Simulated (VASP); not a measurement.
The system is Fe.

```xyz
2
Lattice="0.0000 2.3343 2.3343 2.3343 0.0000 2.3343 2.3343 2.3343 0.0000" Properties=species:S:1:pos:R:3 pbc="T T T"
Fe    0.0000    0.0000    0.0000
Fe    2.3343    2.3343    2.3343
```

This isn't the form of Fe at room conditions, which is bcc.

| Property | Result |
| --- | --- |
| Program | VASP 6.6.1 |
| Task | relaxation of cell and atoms |
| Functional | BLYP |
| Potentials or basis | VASP PAW PBE potentials, release 64 (Fe) |
| Cutoff | 600 eV |
| k mesh | 12 × 12 × 12 |
| Occupations | fermi-dirac, width 0.05 eV |
| Spin | collinear spin, antiferromagnetic start |
| Starting moments | [2.5, -2.5] μB |

At the start: pressure 3.7 GPa; volume 12.72 Å³/atom.

Where does the relaxation end?

Over 5 steps the energy falls by 20.8 meV/atom and the volume is 13.92 Å³/atom (+9.5 %); space group Pm-3m (No. 221, to 0.1 Å) before and after; moment 0.00 μB per cell.

Step by step:
```tsv
step	energy change (eV)	largest force (eV/Å)	pressure (GPa)	volume (Å³)
1	0.0000	0.0000	3.74	25.44
2	-0.0277	0.0000	3.31	26.55
3	-0.0020	0.0000	-5.45	30.07
4	-0.0416	0.0000	0.27	27.74
5	-0.0417	0.0000	-0.04	27.85
```

Final structure:
```
CELL_PARAMETERS angstrom
0.00000 2.40574 2.40574
2.40574 0.00000 2.40574
2.40574 2.40574 0.00000
ATOMIC_POSITIONS crystal
Fe 0.00000 0.00000 0.00000
Fe 0.50000 0.50000 0.50000
```

Caveat: the antiferromagnetic order is the one typed at the start, and another may lie lower; the PAW data sets were made with another functional, which shifts forces and pressure a little.
